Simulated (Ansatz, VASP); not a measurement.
**HPt2 in VASP and in Ansatz**

```
H Pt
1.0
    -1.53072    1.53072    3.75505
     1.53072   -1.53072    3.75505
     1.53072    1.53072   -3.75505
H Pt
1 2
Direct
  0.00000 0.00000 0.00000
  0.66500 0.66500 0.00000
  0.33500 0.33500 0.00000
```

Alike in both runs: task relaxation of cell and atoms; functional PBE; k mesh 8 × 8 × 8; occupations gaussian, width 0.1 eV; no spin polarisation.

```csv
,VASP,Ansatz
version,VASP 6.6.1,Ansatz 0.2.0
potentials or method,"VASP PAW PBE potentials, release 64 (H, Pt), cutoff 600 eV","scalar-relativistic, plane waves, PAW"
valence electrons in the cell,21,37
```

|  | VASP | Ansatz | Ansatz less VASP |
| --- | --- | --- | --- |
| gap on the k mesh at the Fermi level, each at its own relaxed structure (eV) | none | none | - |
| relaxed volume (Å³/atom) | 11.79 | 11.80 | +0.015 |
| relaxed cell length with the largest relative difference (Å) | 5.108 | 5.110 | +0.0021 |

A gap of «none» marks a metal or a gap that the smearing closes. VASP's potentials hold 21 valence electrons a cell and Ansatz's 37, so a difference there can come from the potentials and not from the codes.

The k mesh is coarse, so the values compare programs but aren't converged. Neither program's run includes spin-orbit coupling.
